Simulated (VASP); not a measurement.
# Au: single point with PBEsol

Crystal: Au.

```
Au
1.0
     0.00000    2.05195    2.05195
     2.05195    0.00000    2.05195
     2.05195    2.05195    0.00000
Au
1
Direct
  0.00000 0.00000 0.00000
```

```
Program             : VASP 6.6.1
Task                : single point
Functional          : PBEsol
Potentials or basis : VASP PAW PBE potentials, release 64 (Au)
Cutoff              : 520 eV
k mesh              : 18 × 18 × 18
Occupations         : fermi-dirac, width 0.05 eV
Spin                : no spin polarisation
```

The pressure is -2.8 GPa.

Levels at points of the mesh, in eV from the Fermi level:
```csv
k point,band 4,band 5,band 6,band 7,band 8,band 9
"(0.00, 0.00, 0.00)",-4.57,-3.07,-3.07,14.55,18.47,18.47
"(0.50, 0.00, 0.00)",-1.90,-1.90,-0.93,3.02,13.99,17.02
"(0.50, 0.50, 0.00)",-1.59,-1.59,1.03,5.67,9.95,9.95
```

It took 19 s on 1 thread of Intel Xeon 6975P-C (shared host), peak memory 0.17 GiB.

Caveat: the PAW data sets were made with another functional, which shifts forces and pressure a little; spin-orbit coupling is left out, which moves the levels of the heavy elements.
